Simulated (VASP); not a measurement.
# Ru (P6_3/mmc) in VASP: further runs

Ru is run at these levels: PBEsol; tasks: single point.

Everything below comes from runs of VASP 6.6.1. Logs are shortened: lines on timing, memory, paths and dates and some standing lists are left out, and cuts for length are marked.

## 1. The cell of the first run

It takes space group P6_3/mmc (No. 194, hexagonal). The conventional cell has a = 2.591 Å, b = 2.591 Å, c = 4.438 Å, α = 90.00°, β = 90.00°, γ = 120.00°. Ru (site symmetry -6m2) has 12 Ru at 2.59 to 2.68 Å within 3.4 Å.

## 2. Single point, PBEsol (volume 12.895 Å^3 an atom, c/a of the conventional cell 1.7130)

Input file INCAR:

```
PREC = Accurate
ENCUT = 520
EDIFF = 1E-6
ISMEAR = 0
SIGMA = 0.15
LREAL = F
LASPH = T
NELM = 60
ALGO = Fast
ISIF = 2
LWAVE = F
LCHARG = F
GGA = PS
NBANDS = 21
```

Input file KPOINTS:

```
regular mesh
0
Gamma
  21 21 12
```

Input file POSCAR:

```
Ru
1.0
    2.5905249682      0.0000000000      0.0000000000
   -1.2952624841      2.2434604316      0.0000000000
    0.0000000000      0.0000000000      4.4375692705
Ru
2
Direct
    0.3333333333      0.6666666667      0.2500000000
    0.6666666667      0.3333333333      0.7500000000
```

Potentials or basis: VASP PAW PBE potentials, release 64 (Ru_pv).

The run is started by

```sh
$ cat potpaw_PBE.64/Ru_pv/POTCAR > POTCAR
$ mpirun -np 1 vasp_std > vasp.out
```

OUTCAR:

```text
PREC = Accurate
   ENCUT = 520
   EDIFF = 1E-6
   ISMEAR = 0
   LREAL = F
   LASPH = T
   NELM = 60
   ISIF = 2
   GGA = PS

 ion  position               nearest neighbor table
   1  0.333  0.667  0.250-   2 2.68   2 2.68   2 2.68   2 2.68   2 2.68   2 2.68
   2  0.667  0.333  0.750-   1 2.68   1 2.68   1 2.68   1 2.68   1 2.68   1 2.68

  LATTYP: Found a hexagonal cell.
 ALAT       =     2.5905249682
 C/A-ratio  =     1.7130000000

  Lattice vectors:

 A1 = (   2.5905249682,   0.0000000000,   0.0000000000)
 A2 = (  -1.2952624841,   2.2434604316,   0.0000000000)
 A3 = (   0.0000000000,   0.0000000000,   4.4375692705)

Analysis of symmetry for initial positions (statically):
=====================================================================
 Subroutine PRICEL returns:
 Original cell was already a primitive cell.

 Routine SETGRP: Setting up the symmetry group for a
 hexagonal supercell.

 Subroutine GETGRP returns: Found 24 space group operations
 (whereof 12 operations were pure point group operations)
 out of a pool of 24 trial point group operations.

The static configuration has the point symmetry D_3d.
 The point group associated with its full space group is D_6h.

Analysis of symmetry for dynamics (positions and initial velocities):
=====================================================================
 Subroutine PRICEL returns:
 Original cell was already a primitive cell.

 Routine SETGRP: Setting up the symmetry group for a
 hexagonal supercell.

 Subroutine GETGRP returns: Found 24 space group operations
 (whereof 12 operations were pure point group operations)
 out of a pool of 24 trial point group operations.

The dynamic configuration has the point symmetry D_3d.
 The point group associated with its full space group is D_6h.

 Subroutine INISYM returns: Found 24 space group operations
 (whereof 12 operations are pure point group operations),
 and found     1 'primitive' translations

----------------------------------------------------------------------------------------

                                     Primitive cell

  volume of cell :      25.7900

  direct lattice vectors                    reciprocal lattice vectors
     2.590524968  0.000000000  0.000000000     0.386022143  0.222869988  0.000000000
    -1.295262484  2.243460432  0.000000000     0.000000000  0.445739976  0.000000000
     0.000000000  0.000000000  4.437569271     0.000000000  0.000000000  0.225348595

  length of vectors
     2.590524968  2.590524968  4.437569271     0.445739976  0.445739976  0.225348595

  position of ions in fractional coordinates (direct lattice)
     0.333333333  0.666666667  0.250000000
     0.666666667  0.333333333  0.750000000

  ion indices of the primitive-cell ions
   primitive index   ion index
                 1           1
                 2           2

----------------------------------------------------------------------------------------

 KPOINTS: regular mesh

Automatic generation of k-mesh.
 Grid dimensions read from file:
 generate k-points for:   21   21   12

 Generating k-lattice:

  Cartesian coordinates                     Fractional coordinates (reciprocal lattice)
     0.018382007  0.010612857  0.000000000     0.047619048  0.000000000  0.000000000
     0.000000000  0.021225713  0.000000000     0.000000000  0.047619048  0.000000000
     0.000000000  0.000000000  0.018779050     0.000000000  0.000000000  0.083333333

  Length of vectors
     0.021225713  0.021225713  0.018779050

  Shift w.r.t. Gamma in fractional coordinates (k-lattice)
     0.000000000  0.000000000  0.000000000

 Subroutine IBZKPT returns following result:
 ===========================================

 Found    336 irreducible k-points:

 Following reciprocal coordinates:
            Coordinates               Weight
  0.000000  0.000000  0.000000      1.000000
  0.047619  0.000000  0.000000      6.000000
  0.095238  0.000000  0.000000      6.000000
  0.142857  0.000000  0.000000      6.000000
  0.190476  0.000000  0.000000      6.000000
  0.238095  0.000000  0.000000      6.000000
[... 16 lines left out ...]
  0.142857  0.095238  0.000000     12.000000
  0.190476  0.095238  0.000000     12.000000
 [... further k-points ...]
   k-points           NKPTS =    336   k-points in BZ     NKDIM =    336   number of bands    NBANDS=     21
   number of dos      NEDOS =    301   number of ions     NIONS =      2
   total plane-waves  NPLWV =  14400
   dimension x,y,z NGX =    20 NGY =   20 NGZ =   36
   dimension x,y,z NGXF=    40 NGYF=   40 NGZF=   72
   ions per type =               2
   NGX,Y,Z   is equivalent  to a cutoff of  12.83, 12.83, 13.49 a.u.
   NGXF,Y,Z  is equivalent  to a cutoff of  25.67, 25.67, 26.97 a.u.
 SYSTEM =  unknown system
   PREC   = accura    normal or accurate (medium, high low for compatibility)
   ISTART =      0    job   : 0-new  1-cont  2-samecut
   ICHARG =      2    charge: 1-file 2-atom 10-const
   ISPIN  =      1    spin polarized calculation?
   LNONCOLLINEAR =      F non collinear calculations
   LSORBIT =      F    spin-orbit coupling
   LASPH  =      T    aspherical Exc in radial PAW
   ENCUT  =  520.0 eV  38.22 Ry    6.18 a.u.   4.82  4.82  8.25*2*pi/ulx,y,z
   NELM   =     60;   NELMIN=  2; NELMDL= -5     # of ELM steps
   EDIFF  = 0.1E-05   stopping-criterion for ELM
   LREAL  =      F    real-space projection
   EDIFFG = 0.1E-04   stopping-criterion for IOM
   NSW    =      0    number of steps for IOM
   IBRION =     -1    ionic relax: 0-MD 1-quasi-New 2-CG
   NFREE  =      0    steps in history (QN), initial steepest desc. (CG)
   ISIF   =      2    stress and relaxation
   ISYM   =      2    0-nonsym 1-usesym 2-fastsym
   POTIM  = 0.5000    time-step for ionic-motion
   TEBEG  =    0.0;   TEEND  =   0.0 temperature during run
   PSTRESS=    0.0 pullay stress
   NELECT =      28.0000    total number of electrons
   NUPDOWN=      -1.0000    fix difference up-down
   EMIN   =  10.00;   EMAX   =-10.00  energy-range for DOS
   EFERMI =   0.00;   METHOD = LEGACY
   ISMEAR =     0;   SIGMA  =   0.15  broadening in eV -4-tet -1-fermi 0-gaus
   EFERMI_NEDOS =   21; number of points for ismear=-14 and -15
   IALGO  =     68    algorithm
   IMIX   =      4    mixing-type and parameters
     AMIX     =   0.40;   BMIX     =  1.00
     AMIX_MAG =   1.60;   BMIX_MAG =  1.00
  volume/ion in A,a.u.               =      12.90        87.02
  Fermi-wavevector in a.u.,A,eV,Ry     =   1.682585  3.179625 38.519357  2.831093
  Thomas-Fermi vector in A             =   2.765938
   LORBIT       =      0    0 simple, 1 ext, 2 COOP (PROOUT), +10 PAW based schemes
   GGA     = PS    functional components
   LHFCALC =     F    Hartree Fock is set to
   AEXX    =    0.0000 exact exchange contribution
   IVDW    =     0    specifies the selected vdW correction
   LEPSILON=     F    determine dielectric tensor
   LRPA    =     F    only Hartree local field effects (RPA)
 non-spin polarized calculation
 RMM-DIIS sequential band-by-band and
 Gauss-broadening in eV      SIGMA  =   0.15
  energy-cutoff  :      520.00
  volume of cell :       25.79
 maximum number of plane-waves:       713
 NGX is ok and might be reduce to    20
   NGX =  9   NGY =  9   NGZ = 17

 number of electron      28.0000001 magnetization

 Free energy of the ion-electron system (eV)
  ---------------------------------------------------
  ext. energy  EPLUGINS =         0.00000000
  ---------------------------------------------------
  free energy    TOTEN  =       -20.12735655 eV

  energy without entropy =      -20.11196416  energy(sigma->0) =      -20.11966036

 E-fermi :  13.6757     XC(G=0): -14.5998

 val. band max:       13.6736524600   @ k =   0.1429   0.1429   0.1667
 cond. band min:      13.6919212352   @ k =   0.1905   0.0952   0.2500
 fundamental gap:      0.0182687752
 Fermi energy:        13.6757274348

 k-point     1 :       0.0000    0.0000    0.0000
  band No.  band energies     occupation
      1     -30.0114      2.00000
      2     -28.9014      2.00000
      3     -28.9014      2.00000
      4     -28.8767      2.00000
      5     -28.7720      2.00000
      6     -28.7720      2.00000
[... 13 lines left out ...]
     20      23.9120      0.00000
     21      23.9347      0.00000

 k-point     2 :       0.0476    0.0000    0.0000
  band No.  band energies     occupation
      1     -30.0022      2.00000
      2     -28.9274      2.00000
      3     -28.9090      2.00000
      4     -28.8788      2.00000
      5     -28.7985      2.00000
      6     -28.7764      2.00000
[... 13 lines left out ...]
     20      23.9120      0.00000
     21      23.9340      0.00000

 k-point     3 :       0.0952    0.0000    0.0000
  band No.  band energies     occupation
      1     -29.9753      2.00000
      2     -29.0028      2.00000
      3     -28.9307      2.00000
      4     -28.8853      2.00000
      5     -28.8752      2.00000
      6     -28.7895      2.00000
[... 13 lines left out ...]
     20      23.9120      0.00000
     21      23.9319      0.00000

 k-point     4 :       0.1429    0.0000    0.0000
  band No.  band energies     occupation
      1     -29.9318      2.00000
      2     -29.1207      2.00000
      3     -28.9937      2.00000
      4     -28.9641      2.00000
      5     -28.8965      2.00000
      6     -28.8104      2.00000
[... 13 lines left out ...]
     20      23.9119      0.00000
     21      23.9290      0.00000

 k-point     5 :       0.1905    0.0000    0.0000
  band No.  band energies     occupation
      1     -29.8741      2.00000
      2     -29.2700      2.00000
      3     -29.1414      2.00000
      4     -29.0057      2.00000
      5     -28.9130      2.00000
      6     -28.8377      2.00000
[... 13 lines left out ...]
     20      23.9119      0.00000
     21      23.9260      0.00000
[... 382 lines left out ...]
     20      25.3195      0.00000
     21      25.3749      0.00000

 k-point    22 :       0.0952    0.0952    0.0000
  band No.  band energies     occupation
      1     -29.9066      2.00000
      2     -29.1672      2.00000
      3     -29.0907      2.00000
      4     -28.9568      2.00000
      5     -28.9035      2.00000
      6     -28.8375      2.00000
[... 13 lines left out ...]
     20      23.9119      0.00000
     21      23.9278      0.00000

 k-point    23 :       0.1429    0.0952    0.0000
  band No.  band energies     occupation
      1     -29.8503      2.00000
      2     -29.2960      2.00000
      3     -29.2239      2.00000
      4     -29.0064      2.00000
      5     -28.9204      2.00000
      6     -28.8745      2.00000
[... 13 lines left out ...]
     20      23.9118      0.00000
     21      23.9254      0.00000

 k-point    24 :       0.1905    0.0952    0.0000
  band No.  band energies     occupation
      1     -29.7828      2.00000
      2     -29.4474      2.00000
      3     -29.3631      2.00000
      4     -29.0647      2.00000
      5     -28.9434      2.00000
      6     -28.9137      2.00000
[... 13 lines left out ...]
     20      23.9117      0.00000
     21      23.9234      0.00000

 [... further k-points ...]

------------------------ aborting loop because EDIFF is reached ----------------------------------------

  FORCE on cell =-STRESS in cart. coord.  units (eV):
  Direction    XX          YY          ZZ          XY          YZ          ZX
  --------------------------------------------------------------------------------------
  -------------------------------------------------------------------------------------
  Total        4.6466532      4.6466532     -2.5718706      0.0000000      0.0000000      0.0000000
  in kB      288.6685675    288.6685675   -159.7748258      0.0000000      0.0000000      0.0000000
  external PRESSURE =     139.1874364 kB  Pullay stress =       0.0000000 kB

 VOLUME and BASIS-vectors are now :
 -----------------------------------------------------------------------------
  energy-cutoff  :      520.00
  volume of cell :       25.79
      direct lattice vectors                 reciprocal lattice vectors
     2.590524968  0.000000000  0.000000000     0.386022143  0.222869988  0.000000000
    -1.295262484  2.243460432  0.000000000     0.000000000  0.445739976  0.000000000
     0.000000000  0.000000000  4.437569271     0.000000000  0.000000000  0.225348595

 POSITION                                       TOTAL-FORCE (eV/Angst)
 -----------------------------------------------------------------------------------
     -0.00000      1.49564      1.10939         0.000000     -0.000000      0.000000
      1.29526      0.74782      3.32818        -0.000000      0.000000      0.000000
 -----------------------------------------------------------------------------------
    total drift:                                0.000000     -0.000000      0.000000

  FREE ENERGIE OF THE ION-ELECTRON SYSTEM (eV)
  ---------------------------------------------------
  free  energy   TOTEN  =       -20.1273565516 eV

  energy  without entropy=      -20.1119641632  energy(sigma->0) =      -20.11966036
```

It took 80 s on 1 thread of AMD EPYC 9R45 (Zen 5), shared host; peak memory 0.22 GiB.

What came out:

| Property | Result |
| --- | --- |
| Free energy | -20.1274 eV |
| Pressure | 13.9 GPa |
| Band gap on the k mesh | zero (band 14 reaches 15.42 eV, above the bottom of band 15 at 12.22 eV) |

Stress tensor (GPa, compression positive):
```
 28.87   0.00   0.00
  0.00  28.87   0.00
  0.00   0.00 -15.98
```

Caveat: the PAW data sets were made with another functional, which shifts forces and pressure a little.

[end of part 1 of 2]
